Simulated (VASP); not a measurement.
# BaTiO3 in VASP: further runs, part 2 of 2

VASP 6.6.1.

**4. Single point, LDA**

This run uses another cell than the first one, of 12.87 Å³/atom, 1.031 times its volume.

Input file INCAR:

```
SYSTEM = BaTiO3
PREC = Accurate
ENCUT = 520
EDIFF = 1E-7
ISMEAR = -1
SIGMA = 0.05
LREAL = .False.
LASPH = .True.
NELM = 80
ALGO = Normal
ISIF = 2
LWAVE = .False.
LCHARG = .False.
NBANDS = 28
```

Input file KPOINTS:

```
regular mesh
0
Gamma
  8 8 8
  0 0 0
```

Input file POSCAR:

```
BaTiO3
1.0
    4.0073000000      0.0000000000      0.0000000000
    0.0000000000      4.0073000000      0.0000000000
    0.0000000000      0.0000000000      4.0073000000
Ba Ti O
1 1 3
Direct
    0.5000000000      0.5000000000      0.5000000000
    0.0000000000      0.0000000000      0.0000000000
    0.5000000000      0.0000000000      0.0000000000
    0.0000000000      0.5000000000      0.0000000000
    0.0000000000      0.0000000000      0.5000000000
```

Potentials or basis: VASP PAW LDA potentials, release 64 (Ba_sv, Ti_sv, O).

On the command line:

```
$ cat potpaw_LDA.64/Ba_sv/POTCAR potpaw_LDA.64/Ti_sv/POTCAR potpaw_LDA.64/O/POTCAR > POTCAR
$ mpirun -np 1 vasp_std > vasp.out
```

OUTCAR:

```text
SYSTEM = BaTiO3
   PREC = Accurate
   ENCUT = 520
   EDIFF = 1E-7
   ISMEAR = -1
   LREAL = .False.
   LASPH = .True.
   NELM = 80
   ISIF = 2

 ion  position               nearest neighbor table
   1  0.500  0.500  0.500-   3 2.83   4 2.83   5 2.83   3 2.83   4 2.83   3 2.83   5 2.83   3 2.83
                             4 2.83   5 2.83   4 2.83   5 2.83   2 3.47   2 3.47   2 3.47   2 3.47
   2  0.000  0.000  0.000-   3 2.00   4 2.00   5 2.00   5 2.00   4 2.00   3 2.00   1 3.47   1 3.47
                             1 3.47   1 3.47   1 3.47   1 3.47   1 3.47   1 3.47
   3  0.500  0.000  0.000-   2 2.00   2 2.00   1 2.83   1 2.83   1 2.83   1 2.83
   4  0.000  0.500  0.000-   2 2.00   2 2.00   1 2.83   1 2.83   1 2.83   1 2.83
   5  0.000  0.000  0.500-   2 2.00   2 2.00   1 2.83   1 2.83   1 2.83   1 2.83

  LATTYP: Found a simple cubic cell.
 ALAT       =     4.0073000000

  Lattice vectors:

 A1 = (   4.0073000000,   0.0000000000,   0.0000000000)
 A2 = (   0.0000000000,   4.0073000000,   0.0000000000)
 A3 = (   0.0000000000,   0.0000000000,   4.0073000000)

Analysis of symmetry for initial positions (statically):
[... 175 lines left out ...]
  free energy    TOTEN  =       -44.09523168 eV

  energy without entropy =      -44.09523168  energy(sigma->0) =      -44.09523168

 E-fermi :   4.3353     XC(G=0): -11.7191

 val. band max:        3.4947141572   @ k =   0.5000   0.5000   0.5000
 cond. band min:       5.1450855029   @ k =   0.0000   0.0000   0.0000
 fundamental gap:      1.6503713457
 Fermi energy:         4.3352866326

 k-point     1 :       0.0000    0.0000    0.0000
  band No.  band energies     occupation
      1     -52.4054      2.00000
      2     -29.0177      2.00000
      3     -29.0177      2.00000
      4     -29.0177      2.00000
      5     -21.1693      2.00000
      6     -13.0779      2.00000
[... 733 lines left out ...]
     27      11.5913      0.00000
     28      12.4368      0.00000

 [... further k-points ...]
[... 5 lines left out ...]
  --------------------------------------------------------------------------------------
  -------------------------------------------------------------------------------------
  Total       -2.9873703     -2.9873703     -2.9873703     -0.0000000      0.0000000      0.0000000
  in kB      -74.3779266    -74.3779266    -74.3779266     -0.0000000      0.0000000      0.0000000
  external PRESSURE =     -74.3779266 kB  Pullay stress =       0.0000000 kB

 VOLUME and BASIS-vectors are now :
 -----------------------------------------------------------------------------
  energy-cutoff  :      520.00
  volume of cell :       64.35
      direct lattice vectors                 reciprocal lattice vectors
     4.007300000  0.000000000  0.000000000     0.249544581  0.000000000  0.000000000
     0.000000000  4.007300000  0.000000000     0.000000000  0.249544581  0.000000000
     0.000000000  0.000000000  4.007300000     0.000000000  0.000000000  0.249544581

 POSITION                                       TOTAL-FORCE (eV/Angst)
 -----------------------------------------------------------------------------------
      2.00365      2.00365      2.00365         0.000000      0.000000      0.000000
      0.00000      0.00000      0.00000         0.000000      0.000000      0.000000
      2.00365      0.00000      0.00000         0.000000      0.000000      0.000000
      0.00000      2.00365      0.00000         0.000000      0.000000      0.000000
      0.00000      0.00000      2.00365         0.000000      0.000000      0.000000
 -----------------------------------------------------------------------------------
    total drift:                                0.000000     -0.000000      0.000000

  FREE ENERGIE OF THE ION-ELECTRON SYSTEM (eV)
  ---------------------------------------------------
  free  energy   TOTEN  =       -44.0952316813 eV

  energy  without entropy=      -44.0952316755  energy(sigma->0) =      -44.09523168
```

OSZICAR:

```text
N       E                     dE             d eps       ncg     rms          rms(c)
DAV:   1     0.418136032055E+03    0.41814E+03   -0.20630E+04  1960   0.152E+03
DAV:   2    -0.120001026452E+02   -0.43014E+03   -0.41029E+03  2232   0.415E+02
DAV:   3    -0.528089570937E+02   -0.40809E+02   -0.40378E+02  2364   0.131E+02
DAV:   4    -0.547955531171E+02   -0.19866E+01   -0.19834E+01  3060   0.257E+01
DAV:   5    -0.548299663520E+02   -0.34413E-01   -0.34405E-01  2488   0.331E+00    0.224E+01
DAV:   6    -0.445273542038E+02    0.10303E+02   -0.57642E+01  2740   0.651E+01    0.101E+01
DAV:   7    -0.443254746323E+02    0.20188E+00   -0.10240E+01  2604   0.233E+01    0.655E+00
DAV:   8    -0.441085914955E+02    0.21688E+00   -0.76910E-01  2352   0.776E+00    0.308E+00
DAV:   9    -0.441256708519E+02   -0.17079E-01   -0.29757E-01  2776   0.408E+00    0.153E+00
DAV:  10    -0.440991914628E+02    0.26479E-01   -0.17681E-01  2192   0.443E+00    0.531E-01
DAV:  11    -0.440952632644E+02    0.39282E-02   -0.17124E-02  2672   0.100E+00    0.102E-01
DAV:  12    -0.440955076155E+02   -0.24435E-03   -0.15903E-03  2672   0.339E-01    0.148E-01
DAV:  13    -0.440952308520E+02    0.27676E-03   -0.85871E-04  2452   0.293E-01    0.144E-02
DAV:  14    -0.440952322587E+02   -0.14067E-05   -0.32522E-05  2388   0.435E-02    0.863E-03
DAV:  15    -0.440952318115E+02    0.44722E-06   -0.19964E-06  2516   0.124E-02    0.280E-03
DAV:  16    -0.440952316808E+02    0.13070E-06   -0.35684E-07  1972   0.581E-03    0.426E-04
DAV:  17    -0.440952316813E+02   -0.49795E-09   -0.53560E-08  1308   0.168E-03
   1 F= -.44095232E+02 E0= -.44095232E+02  d E =-.577013E-08
```

Run time: 44 s. Hardware: 1 thread of Intel Xeon Platinum 8488C (Sapphire Rapids), shared host; peak memory 0.19 GiB.

What came out:

| Property | Result |
| --- | --- |
| Free energy | -44.0952 eV |
| Pressure | -7.4 GPa |
| Band gap on the k mesh | 1.65 eV, indirect (least direct gap 1.79 eV) |

Caveat: spin-orbit coupling is left out, which moves the levels of the heavy elements.

**5. Single point, LDA (equal xy, yz and zx shear strains of -3 %)**

Input file INCAR:

```
PREC = Accurate ; ENCUT = 520
EDIFF = 1E-6 ; ISMEAR = -1
SIGMA = 0.05 ; LREAL = False
LASPH = True ; NELM = 60
ALGO = Normal ; ISIF = 2
LWAVE = False ; LCHARG = False
GGA = CA ; NBANDS = 28
```

Input file KPOINTS:

```
regular mesh
0
Gamma
  8 8 8
```

POSCAR: that of step 4 with these lines changed.

```diff
@@ -2,5 +2,5 @@
 1.0
-    4.0073000000      0.0000000000      0.0000000000
-    0.0000000000      4.0073000000      0.0000000000
-    0.0000000000      0.0000000000      4.0073000000
+    4.0073000000     -0.0601095000     -0.0601095000
+   -0.0601095000      4.0073000000     -0.0601095000
+   -0.0601095000     -0.0601095000      4.0073000000
 Ba Ti O
```

On the command line:

```
$ cat potpaw_LDA.64/Ba_sv/POTCAR potpaw_LDA.64/Ti_sv/POTCAR potpaw_LDA.64/O/POTCAR > POTCAR
$ mpirun -np 1 vasp_std > vasp.out
```

It took 2.1 min on 1 thread of Intel Xeon Platinum 8259CL at 2.50GHz (Skylake/Cascade Lake), shared host; peak memory 0.23 GiB.

Results (log left out):

| Quantity | Value |
| --- | --- |
| Free energy | -44.0294 eV |
| Pressure | -7.2 GPa |
| Band gap on the k mesh | 1.48 eV, indirect (least direct gap 1.51 eV) |

Stress tensor (GPa, compression positive):
```
-7.19  3.74  3.74
 3.74 -7.19  3.74
 3.74  3.74 -7.19
```

Levels at points of the mesh, in eV from the valence-band top:
| k point | band 16 | band 17 | band 18 | band 19 | band 20 | band 21 | band 22 | band 23 | band 24 | band 25 |
| --- | --- | --- | --- | --- | --- | --- | --- | --- | --- | --- |
| (0.00, 0.00, 0.00) | -1.10 | -1.10 | -0.27 | -0.27 | -0.03 | 1.48 | 1.63 | 1.63 | 3.86 | 3.86 |
| (0.50, 0.00, 0.00) | -2.03 | -1.98 | -1.83 | -0.91 | -0.64 | 1.76 | 3.36 | 3.39 | 3.87 | 5.86 |
| (0.50, 0.50, 0.00) | -2.75 | -1.79 | -0.97 | -0.87 | -0.13 | 3.33 | 3.42 | 3.80 | 4.70 | 7.60 |
| (0.50, 0.50, 0.50) | -2.55 | -2.28 | -0.06 | -0.06 | 0.00 | 3.98 | 4.09 | 4.09 | 6.36 | 6.70 |

Caveat: the cell differs from its parent crystal (equal xy, yz and zx shear strains of -3 %); spin-orbit coupling is left out, which moves the levels of the heavy elements.

**6. Single point, LDA (equal xy, yz and zx shear strains of -1 %)**

Input file INCAR:

```
SYSTEM = BaTiO3
PREC = Accurate
ENCUT = 520
EDIFF = 1E-7
ISMEAR = -1
SIGMA = 0.05
LREAL = .False.
LASPH = .True.
NELM = 100
ALGO = Normal
ISIF = 2
LWAVE = .False.
LCHARG = .False.
NBANDS = 28
```

Input file KPOINTS:

```
regular mesh
0
Gamma
  8 8 8
  0 0 0
```

POSCAR: that of step 5 with these lines changed.

```diff
@@ -2,5 +2,5 @@
 1.0
-    4.0073000000     -0.0601095000     -0.0601095000
-   -0.0601095000      4.0073000000     -0.0601095000
-   -0.0601095000     -0.0601095000      4.0073000000
+    4.0073000000     -0.0200365000     -0.0200365000
+   -0.0200365000      4.0073000000     -0.0200365000
+   -0.0200365000     -0.0200365000      4.0073000000
 Ba Ti O
```

Potentials or basis: VASP PAW LDA potentials, release 64 (Ba_sv, Ti_sv, O).

On the command line:

```
$ cat potpaw_LDA.64/Ba_sv/POTCAR potpaw_LDA.64/Ti_sv/POTCAR potpaw_LDA.64/O/POTCAR > POTCAR
$ mpirun -np 1 vasp_std > vasp.out
```

Wall time 2.2 min (1 thread of Intel Xeon Platinum 8259CL at 2.50GHz (Skylake/Cascade Lake), shared host); peak memory 0.23 GiB.

The run converged. Its results:

* Free energy: -44.0880 eV
* Pressure: -7.4 GPa
* Band gap on the k mesh: 1.60 eV, indirect (least direct gap 1.70 eV)

Stress tensor (GPa, compression positive):
```
-7.41  1.23  1.23
 1.23 -7.41  1.23
 1.23  1.23 -7.41
```

Levels at points of the mesh, in eV from the valence-band top:
```
           k point  band 16  band 17  band 18  band 19  band 20  band 21  band 22  band 23  band 24  band 25
(0.00, 0.00, 0.00)    -1.10    -1.10    -0.19    -0.19    -0.10     1.60     1.65     1.65     3.90     3.90
(0.50, 0.00, 0.00)    -1.98    -1.90    -1.85    -0.78    -0.69     1.80     3.42     3.43     3.91     5.91
(0.50, 0.50, 0.00)    -2.74    -1.75    -0.90    -0.87    -0.11     3.42     3.44     3.84     4.75     7.64
(0.50, 0.50, 0.50)    -2.46    -2.37    -0.02    -0.02     0.00     4.08     4.11     4.11     6.55     6.66
```

Caveat: the cell differs from its parent crystal (equal xy, yz and zx shear strains of -1 %); spin-orbit coupling is left out, which moves the levels of the heavy elements. A k mesh can miss the band edges.

**7. The runs side by side**

| cell | gap on the mesh (eV) | pressure (GPa) |
| --- | --- | --- |
| a = 4.007, b = 4.007, c = 3.887 Å, 5 atoms | 1.64 | -2.0 |
| a = 4.007, b = 4.007, c = 3.927 Å, 5 atoms | 1.64 | -4.0 |
| a = 4.007 Å, 5 atoms | 1.65 | -7.4 |
| a = 4.008 Å, angles 91.7°, 5 atoms | 1.48 | -7.2 |
| a = 4.007 Å, angles 90.6°, 5 atoms | 1.60 | -7.4 |

Alike in all rows: task single point; level LDA; potentials or basis VASP PAW LDA potentials, release 64 (Ba_sv, Ti_sv, O); no spin polarisation; k mesh 8 × 8 × 8; cutoff (eV) 520; smearing fermi-dirac 0.05 eV.

Caveats: spin-orbit coupling is left out, which moves the levels of the heavy elements.

Total energies depend on the potentials used, so only differences within one code and one set of settings carry meaning.
